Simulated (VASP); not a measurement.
A run of VASP 6.6.1 is set up as follows.

File INCAR:

```
  PREC = Accurate
  ENCUT = 520
  EDIFF = 1E-7
  ISMEAR = 0
  SIGMA = 0.1
  LREAL = F
  LASPH = T
  NELM = 60
  ALGO = Normal
  ISIF = 2
  LWAVE = F
  LCHARG = T
  LDIPOL = T
  IDIPOL = 3
  DIPOL = 0.5 0.5 0.318
  GGA = PE
  LELF = T
  LVHAR = T
  LVACPOTAV = T
  NBANDS = 25
```

KPOINTS

```
Automatic mesh
0
Gamma
  9 3 1
```

The input POSCAR:

```
Al9H
1.0
    2.8543223330      0.0000000000      0.0000000000
   -1.4271611665      9.7033329366      0.0000000000
    0.0000000000      0.0000000000     21.7902708969
Al H
9 1
Direct
    0.5324485604      0.0648971207      0.1835681630
    0.6709687938      0.3419375876      0.2292758741
    0.2986728405      0.5973456810      0.2384174163
    0.9263768872      0.8527537744      0.2475589585
    0.0639738222      0.1277383808      0.2937147080
    0.1995905480      0.4042696935      0.3452583266
    0.8288544886      0.6597110299      0.3524478004
    0.4526361687      0.9111292155      0.3607640453
    0.5925232094      0.1814597089      0.4034034702
    1.4675232094      1.0564597089      0.5213460150
```

Potentials or basis: VASP PAW PBE potentials, release 64 (Al, H).

Launch:

```sh
$ cat potpaw_PBE.64/Al/POTCAR potpaw_PBE.64/H/POTCAR > POTCAR
$ mpirun -np 1 vasp_std > vasp.out
```

(1) Predict the band gap on the k mesh.

(2) Estimate the largest force.

Answers

(1) zero (band 14 reaches -1.28 eV, above the bottom of band 15 at -2.05 eV).

(2) 0.963 eV/Å.
